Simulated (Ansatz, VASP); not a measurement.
# CoO in VASP and in Ansatz

```xyz
2
Lattice="0.0000 2.1172 2.1172 2.1172 0.0000 2.1172 2.1172 2.1172 0.0000" Properties=species:S:1:pos:R:3 pbc="T T T"
Co    0.0000    0.0000    0.0000
O     2.1172    2.1172    2.1172
```

Change from the starting cell: volume scaled by 0.98, PAW files.

Alike in both runs: task electric field gradients; functional PBEsol; k mesh 16 × 16 × 16; occupations fermi-dirac, width 0.05 eV; collinear spin.

|  | VASP | Ansatz |
| --- | --- | --- |
| version | VASP 6.6.1 | Ansatz 0.2.0 |
| potentials or method | VASP PAW PBE potentials, release 64 (Co, O) | PAW with Ansatz's default frozen-core files, scalar-relativistic |
| plane-wave cutoff (eV) | 520 | 420 |
| valence electrons in the cell | 15 | 23 |

```tsv
	VASP	Ansatz	Ansatz less VASP
pressure (GPa)	-8.2	-7.6	+0.64
net moment per atom (μB)	1.45	1.46	+0.016
size of the moment on the site where the two differ most (μB)	2.54	2.48	-0.060
```

VASP's potentials were made for PBE, not for PBEsol. Site moments also hang on the region over which each program counts them. VASP's potentials hold 15 valence electrons a cell and Ansatz's 23, so a difference there can come from the potentials and not from the codes.
